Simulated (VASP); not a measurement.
# Ni (P6_3/mmc) in VASP: relaxation of cell and atoms with LDA

Aim: the relaxation of cell and atoms of Ni with LDA.

All numbers are computed with VASP 6.6.1; they aren't measurements. Logs are shortened: lines on timing, memory, paths and dates and some standing lists are left out, and cuts for length are marked.

## Step 1: The cell of the first run

Symmetry: P6_3/mmc, No. 194, hexagonal system. Conventional cell: a = 2.428 Å, b = 2.428 Å, c = 3.934 Å, α = 90.00°, β = 90.00°, γ = 120.00°. Within 3.2 Å of Ni (site symmetry -6m2) lie 12 Ni at 2.42 to 2.43 Å.

This isn't the form of Ni at room conditions, which is fcc.

## Step 2: Relaxation of cell and atoms, LDA, collinear spin, ferromagnetic start

INCAR

```
SYSTEM = Ni
PREC     = Accurate       ! precision mode
ENCUT    = 600            ! plane-wave cutoff, eV
EDIFF    = 1E-6           ! SCF threshold, eV
ISMEAR   = -1             ! smearing method
SIGMA    = 0.05           ! smearing width, eV
LREAL    = .False.        ! projectors in reciprocal space
LASPH    = .True.         ! aspherical terms in the spheres
NELM     = 150            ! most SCF steps
ALGO     = Normal         ! electronic algorithm
ISIF     = 3              ! what is computed and relaxed
LWAVE    = .False.        ! write WAVECAR
LCHARG   = .False.        ! write CHGCAR
ISPIN    = 2              ! spin polarisation
MAGMOM   = 1 1            ! initial moments
LORBIT   = 11             ! projections on sites
LMAXMIX  = 4              ! l up to which the mixer works
GGA      = CA             ! functional
IBRION   = 2              ! ionic algorithm
NSW      = 60             ! ionic steps
EDIFFG   = -0.005         ! ionic threshold
```

KPOINTS

```
Automatic mesh
0
Gamma
  20 20 11
  0 0 0
```

POSCAR

```
Ni
1.0
    2.4282702427      0.0000000000      0.0000000000
   -1.2141351214      2.1029437175      0.0000000000
    0.0000000000      0.0000000000      3.9337977932
Ni
2
Direct
    0.3333333333      0.6666666667      0.2500000000
    0.6666666667      0.3333333333      0.7500000000
```

Potentials or basis: VASP PAW LDA potentials, release 64 (Ni).

On the command line:

```
$ cat potpaw_LDA.64/Ni/POTCAR > POTCAR
$ mpirun -np 1 vasp_std > vasp.out
```

OUTCAR:

```text
SYSTEM = Ni
   PREC = Accurate
   ENCUT = 600
   EDIFF = 1E-6
   ISMEAR = -1
   LREAL = .False.
   LASPH = .True.
   NELM = 150
   ISIF = 3
   ISPIN = 2
   LORBIT = 11
   GGA = CA
   IBRION = 2
   NSW = 60
   EDIFFG = -0.005

 ion  position               nearest neighbor table
   1  0.333  0.667  0.250-   2 2.42   2 2.42   2 2.42   2 2.42   2 2.42   2 2.42
   2  0.667  0.333  0.750-   1 2.42   1 2.42   1 2.42   1 2.42   1 2.42   1 2.42

  LATTYP: Found a hexagonal cell.
 ALAT       =     2.4282702427
 C/A-ratio  =     1.6200000000

  Lattice vectors:

 A1 = (   2.4282702427,   0.0000000000,   0.0000000000)
 A2 = (  -1.2141351214,   2.1029437175,   0.0000000000)
 A3 = (   0.0000000000,   0.0000000000,   3.9337977932)

Analysis of symmetry for initial positions (statically):
=====================================================================
 Subroutine PRICEL returns:
 Original cell was already a primitive cell.

 Routine SETGRP: Setting up the symmetry group for a
 hexagonal supercell.

 Subroutine GETGRP returns: Found 24 space group operations
 (whereof 12 operations were pure point group operations)
 out of a pool of 24 trial point group operations.

The static configuration has the point symmetry D_3d.
 The point group associated with its full space group is D_6h.

Analysis of symmetry for dynamics (positions and initial velocities):
=====================================================================
 Subroutine PRICEL returns:
 Original cell was already a primitive cell.

 Routine SETGRP: Setting up the symmetry group for a
 hexagonal supercell.

 Subroutine GETGRP returns: Found 24 space group operations
 (whereof 12 operations were pure point group operations)
 out of a pool of 24 trial point group operations.

The dynamic configuration has the point symmetry D_3d.
 The point group associated with its full space group is D_6h.

Analysis of structural, dynamic, and magnetic symmetry:
=====================================================================
 Subroutine PRICEL returns:
 Original cell was already a primitive cell.

 Routine SETGRP: Setting up the symmetry group for a
 hexagonal supercell.

 Subroutine GETGRP returns: Found 24 space group operations
 (whereof 12 operations were pure point group operations)
 out of a pool of 24 trial point group operations.

The overall configuration has the point symmetry D_3d.
 The point group associated with its full space group is D_6h.

 Subroutine INISYM returns: Found 24 space group operations
 (whereof 12 operations are pure point group operations),
 and found     1 'primitive' translations

----------------------------------------------------------------------------------------

                                     Primitive cell

  volume of cell :      20.0880

  direct lattice vectors                    reciprocal lattice vectors
     2.428270243  0.000000000  0.000000000     0.411815778  0.237761950  0.000000000
    -1.214135121  2.102943718  0.000000000     0.000000000  0.475523901  0.000000000
     0.000000000  0.000000000  3.933797793     0.000000000  0.000000000  0.254207271

  length of vectors
     2.428270243  2.428270243  3.933797793     0.475523901  0.475523901  0.254207271

  position of ions in fractional coordinates (direct lattice)
     0.333333333  0.666666667  0.250000000
     0.666666667  0.333333333  0.750000000

  ion indices of the primitive-cell ions
   primitive index   ion index
                 1           1
                 2           2

----------------------------------------------------------------------------------------

 KPOINTS: Automatic mesh

Automatic generation of k-mesh.
 Grid dimensions read from file:
 generate k-points for:   20   20   11

 Generating k-lattice:

  Cartesian coordinates                     Fractional coordinates (reciprocal lattice)
     0.020590789  0.011888098  0.000000000     0.050000000  0.000000000  0.000000000
     0.000000000  0.023776195  0.000000000     0.000000000  0.050000000  0.000000000
     0.000000000  0.000000000  0.023109752     0.000000000  0.000000000  0.090909091

  Length of vectors
     0.023776195  0.023776195  0.023109752

  Shift w.r.t. Gamma in fractional coordinates (k-lattice)
     0.000000000  0.000000000  0.000000000

 Subroutine IBZKPT returns following result:
 ===========================================

 Found    264 irreducible k-points:

 Following reciprocal coordinates:
            Coordinates               Weight
  0.000000  0.000000  0.000000      1.000000
  0.050000  0.000000  0.000000      6.000000
  0.100000  0.000000  0.000000      6.000000
  0.150000  0.000000  0.000000      6.000000
  0.200000  0.000000  0.000000      6.000000
  0.250000  0.000000  0.000000      6.000000
[... 16 lines left out ...]
  0.200000  0.100000  0.000000     12.000000
  0.250000  0.100000  0.000000     12.000000
 [... further k-points ...]
   k-points           NKPTS =    264   k-points in BZ     NKDIM =    264   number of bands    NBANDS=     15
   number of dos      NEDOS =    301   number of ions     NIONS =      2
   total plane-waves  NPLWV =  12800
   dimension x,y,z NGX =    20 NGY =   20 NGZ =   32
   dimension x,y,z NGXF=    40 NGYF=   40 NGZF=   64
   ions per type =               2
   NGX,Y,Z   is equivalent  to a cutoff of  13.69, 13.69, 13.52 a.u.
   NGXF,Y,Z  is equivalent  to a cutoff of  27.39, 27.39, 27.05 a.u.
 SYSTEM =  Ni
   PREC   = accura    normal or accurate (medium, high low for compatibility)
   ISTART =      0    job   : 0-new  1-cont  2-samecut
   ICHARG =      2    charge: 1-file 2-atom 10-const
   ISPIN  =      2    spin polarized calculation?
   LNONCOLLINEAR =      F non collinear calculations
   LSORBIT =      F    spin-orbit coupling
   LASPH  =      T    aspherical Exc in radial PAW
   ENCUT  =  600.0 eV  44.10 Ry    6.64 a.u.   4.85  4.85  7.86*2*pi/ulx,y,z
   NELM   =    150;   NELMIN=  2; NELMDL= -5     # of ELM steps
   EDIFF  = 0.1E-05   stopping-criterion for ELM
   LREAL  =      F    real-space projection
   EDIFFG = -.5E-02   stopping-criterion for IOM
   NSW    =     60    number of steps for IOM
   IBRION =      2    ionic relax: 0-MD 1-quasi-New 2-CG
   NFREE  =      1    steps in history (QN), initial steepest desc. (CG)
   ISIF   =      3    stress and relaxation
   ISYM   =      2    0-nonsym 1-usesym 2-fastsym
   POTIM  = 0.5000    time-step for ionic-motion
   TEBEG  =    0.0;   TEEND  =   0.0 temperature during run
   PSTRESS=    0.0 pullay stress
   NELECT =      20.0000    total number of electrons
   NUPDOWN=      -1.0000    fix difference up-down
   EMIN   =  10.00;   EMAX   =-10.00  energy-range for DOS
   EFERMI =   0.00;   METHOD = LEGACY
   ISMEAR =    -1;   SIGMA  =   0.05  broadening in eV -4-tet -1-fermi 0-gaus
   EFERMI_NEDOS =   21; number of points for ismear=-14 and -15
   IALGO  =     38    algorithm
   IMIX   =      4    mixing-type and parameters
     AMIX     =   0.40;   BMIX     =  1.00
     AMIX_MAG =   1.60;   BMIX_MAG =  1.00
  volume/ion in A,a.u.               =      10.04        67.78
  Fermi-wavevector in a.u.,A,eV,Ry     =   1.634705  3.089144 36.358289  2.672259
  Thomas-Fermi vector in A             =   2.726299
   LORBIT       =     11    0 simple, 1 ext, 2 COOP (PROOUT), +10 PAW based schemes
   GGA     = CA    functional components
   LHFCALC =     F    Hartree Fock is set to
   AEXX    =    0.0000 exact exchange contribution
   IVDW    =     0    specifies the selected vdW correction
   LEPSILON=     F    determine dielectric tensor
   LRPA    =     F    only Hartree local field effects (RPA)
 conjugate gradient relaxation of ions
 spin polarized calculation
  energy-cutoff  :      600.00
  volume of cell :       20.09
 maximum number of plane-waves:       688
 NGX is ok and might be reduce to    20
   NGX =  9   NGY =  9   NGZ = 15

--------------------------------------- Ionic step        1  -------------------------------------------

 number of electron      20.0000002 magnetization       1.1678514

 Free energy of the ion-electron system (eV)
  ---------------------------------------------------
  ext. energy  EPLUGINS =         0.00000000
  ---------------------------------------------------
  free energy    TOTEN  =       -13.12275601 eV

  energy without entropy =      -13.08988832  energy(sigma->0) =      -13.10632216

------------------------ aborting loop because EDIFF is reached ----------------------------------------

  FORCE on cell =-STRESS in cart. coord.  units (eV):
  Direction    XX          YY          ZZ          XY          YZ          ZX
  --------------------------------------------------------------------------------------
  -------------------------------------------------------------------------------------
  Total       -0.1149796     -0.1149796      0.3121158      0.0000000      0.0000000      0.0000000
  in kB       -9.1705332     -9.1705332     24.8937077      0.0000000      0.0000000      0.0000000
  external PRESSURE =       2.1842138 kB  Pullay stress =       0.0000000 kB
[... 237 lines left out ...]
  energy  without entropy=      -13.0921242956  energy(sigma->0) =      -13.10835018

--------------------------------------- Ionic step        8  -------------------------------------------

 number of electron      19.9999998 magnetization       1.1693599

 Free energy of the ion-electron system (eV)
  ---------------------------------------------------
  ext. energy  EPLUGINS =         0.00000000
  ---------------------------------------------------
  free energy    TOTEN  =       -13.12463696 eV

  energy without entropy =      -13.09209857  energy(sigma->0) =      -13.10836776

 E-fermi :  10.2278     XC(G=0): -14.0864

 val. band max:       10.2266719401   @ k =   0.2000   0.2000   0.2727
 cond. band min:      10.2297809178   @ k =   0.1000   0.0500   0.1818
 fundamental gap:      0.0031089776
 Fermi energy:        10.2277695102

 spin component 1

 k-point     1 :       0.0000    0.0000    0.0000
  band No.  band energies     occupation
      1       0.6557      1.00000
      2       4.9715      1.00000
      3       7.6494      1.00000
      4       7.7578      1.00000
      5       7.7578      1.00000
      6       8.0633      1.00000
      7       8.0633      1.00000
      8       8.5237      1.00000
      9       8.5237      1.00000
     10       9.5957      1.00000
     11       9.5957      1.00000
     12       9.7479      0.99993
     13      16.4530      0.00000
     14      33.6012      0.00000
     15      36.0170      0.00000
[... 399 lines left out ...]
      1       3.8116      1.00000
      2       6.0345      1.00000
      3       6.3622      1.00000
      4       6.8573      1.00000
      5       7.7323      1.00000
      6       7.7538      1.00000
      7       8.1628      1.00000
      8       8.7292      1.00000
      9       9.1644      1.00000
     10       9.5379      1.00000
     11       9.7215      0.99996
     12      16.1028      0.00000
     13      17.3396      0.00000
     14      21.4096      0.00000
     15      25.3741      0.00000

 [... further k-points ...]

 spin component 2

 k-point     1 :       0.0000    0.0000    0.0000
  band No.  band energies     occupation
      1       0.7029      1.00000
      2       5.3227      1.00000
      3       8.2212      1.00000
      4       8.3189      1.00000
      5       8.3189      1.00000
      6       8.6403      1.00000
      7       8.6403      1.00000
      8       9.1046      1.00000
      9       9.1046      1.00000
     10       9.7860      0.99985
     11      10.2120      0.57836
     12      10.2120      0.57836
     13      16.8202      0.00000
     14      33.5921      0.00000
     15      36.1515      0.00000
[... 443 lines left out ...]
  FREE ENERGIE OF THE ION-ELECTRON SYSTEM (eV)
  ---------------------------------------------------
  free  energy   TOTEN  =       -13.1246369587 eV

  energy  without entropy=      -13.0920985697  energy(sigma->0) =      -13.10836776

 reached required accuracy - stopping structural energy minimisation

 total charge

# of ion       s       p       d       tot
------------------------------------------
    1        0.533   0.569   8.370   9.472
    2        0.533   0.569   8.370   9.472
--------------------------------------------------
tot          1.066   1.138  16.740  18.945

 magnetization (x)

# of ion       s       p       d       tot
------------------------------------------
    1       -0.004  -0.019   0.607   0.585
    2       -0.004  -0.019   0.607   0.585
--------------------------------------------------
tot         -0.008  -0.038   1.215   1.169
```

It took 11 min on 1 thread of Intel Xeon 8259CL, shared host; peak memory 0.26 GiB.

What came out:

- Free energy: -13.1246 eV
- Relaxed volume: 10.05 Å³/atom
- Relaxed cell: a = 2.419 Å, b = 2.419 Å, c = 3.968 Å, α = 90.00°, β = 90.00°, γ = 120.00°
- Space group after relaxing (to 0.1 Å): P6_3/mmc (No. 194)
- Energy gained by relaxing: 0.9 meV/atom
- Ionic steps: 8
- Pressure after relaxing: 0.0 GPa
- Net moment: 1.17 μB per cell
- Site moments: Ni +0.58 μB
- Valence electrons inside the program's atomic spheres: Ni 9.47

Step by step:
| step | energy change (eV) | largest force (eV/Å) | pressure (GPa) | volume (Å³) |
| --- | --- | --- | --- | --- |
| 1 | 0.0000 | 0.0000 | 0.22 | 20.09 |
| 2 | -0.0018 | 0.0000 | -0.27 | 20.13 |
| 3 | -0.0018 | 0.0000 | -0.39 | 20.14 |
| 4 | -0.0018 | 0.0000 | -0.39 | 20.14 |
| 5 | -0.0018 | 0.0000 | -0.35 | 20.13 |
| 6 | -0.0018 | 0.0000 | -0.37 | 20.13 |
| 7 | -0.0018 | 0.0000 | 0.51 | 20.07 |
| 8 | -0.0019 | 0.0000 | 0.03 | 20.10 |

Final structure:
```
CELL_PARAMETERS angstrom
2.41861 0.00000 0.00000
-1.20931 2.09458 0.00000
0.00000 0.00000 3.96850
ATOMIC_POSITIONS crystal
Ni 0.33333 0.66667 0.25000
Ni 0.66667 0.33333 0.75000
```
